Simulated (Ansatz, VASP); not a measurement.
This is a calculation of Te2Mo for VASP 6.6.1.

POSCAR

```
Te2Mo
1.0
    3.6300590280      0.0000000000      0.0000000000
   -1.8150295140      3.1437233354      0.0000000000
    0.0000000000      0.0000000000     17.8677540541
Te Mo
2 1
Direct
    0.3333333333      0.6666666667      0.1021445500
    0.3333333333      0.6666666667      0.8978554500
    0.0000000000      0.0000000000      0.0000000000
```

Contents of INCAR.step1:

```
SYSTEM = Te2Mo
ALGO = Normal
EDIFF = 1E-4
ENCUT = 520
GGA = PE
ISMEAR = -1
LASPH = .TRUE.
LCHARG = .FALSE.
LREAL = .FALSE.
LWAVE = .TRUE.
NBANDS = 20
NELM = 60
PREC = Accurate
SIGMA = 0.05
```

Contents of INCAR.step2:

```
SYSTEM = Te2Mo
ALGO = Normal
EDIFF = 1E-6
ENCUT = 520
ISIF = 2
ISMEAR = -1
ISTART = 1
LASPH = .TRUE.
LCHARG = .FALSE.
LMIXTAU = .TRUE.
LREAL = .FALSE.
LWAVE = .FALSE.
METAGGA = R2SCAN
NBANDS = 20
NELM = 60
PREC = Accurate
SIGMA = 0.05
```

Contents of KPOINTS:

```
k-points
0
G
  9 9 2
  0 0 0
```

Potentials or basis: VASP PAW PBE potentials, release 64 (Te, Mo_sv).

The run is started by

```sh
$ cat potpaw_PBE.64/Te/POTCAR potpaw_PBE.64/Mo_sv/POTCAR > POTCAR
$ cp INCAR.step1 INCAR
$ mpirun -np 1 vasp_std > vasp.out
$ cp INCAR.step2 INCAR
$ mpirun -np 1 vasp_std > vasp.out
```

Problem. Translate it to Ansatz 0.2.0. Potentials there: Ansatz PAW.

Solution. As run (the cutoff follows the program's own potentials):

The input input.yaml:

```yaml
crystal:
  lattice:
    - [3.630059028, 0.0, 0.0]
    - [-1.815029514, 3.1437233354, 0.0]
    - [0.0, 0.0, 17.8677540541]
  atoms:
    - { symbol: Te, position: [0.3333333333, 0.6666666667, 0.10214455] }
    - { symbol: Te, position: [0.3333333333, 0.6666666667, 0.89785545] }
    - { symbol: Mo, position: [0.0, 0.0, 0.0] }
hamiltonian:
  xc: r2scan
  pseudopotentials: { kind: paw }
kpoints:
  mp_grid: { grid: [9, 9, 2] }
scf:
  occupations: { method: fermi_dirac, width: 0.05 }
output:
  forces: true
  stress: true
  eigenvalues: true
```

Potentials or basis: Ansatz PAW.

The run is started by

```bash
$ ansatz run input.yaml --threads 2 --pin off --max-ram 5632MiB --backend cpu --events-out ev --progress --plain --runs-dir out
```

Both were run:

|  | VASP | Ansatz | Ansatz less VASP |
| --- | --- | --- | --- |
| gap on the k mesh at the Fermi level (eV) | 1.03 | 1.03 | -0.002 |
| least direct gap on the mesh (eV) | 1.03 | 1.03 | -0.002 |
| rms of the force components (eV/Å) | 0.357 | 0.368 | +0.0104 |

VASP's potentials were made for PBE, not for r2SCAN. Atom by atom the forces differ by 0.010 eV/Å (rms over components). VASP's potentials hold 26 valence electrons a cell and Ansatz's 46, so a difference there can come from the potentials and not from the codes.

Spin-orbit coupling is off throughout. Noted on Ansatz's run: odd divisions of the mesh miss points on the zone boundary, where band edges often lie, so the gap on the mesh can be too wide.
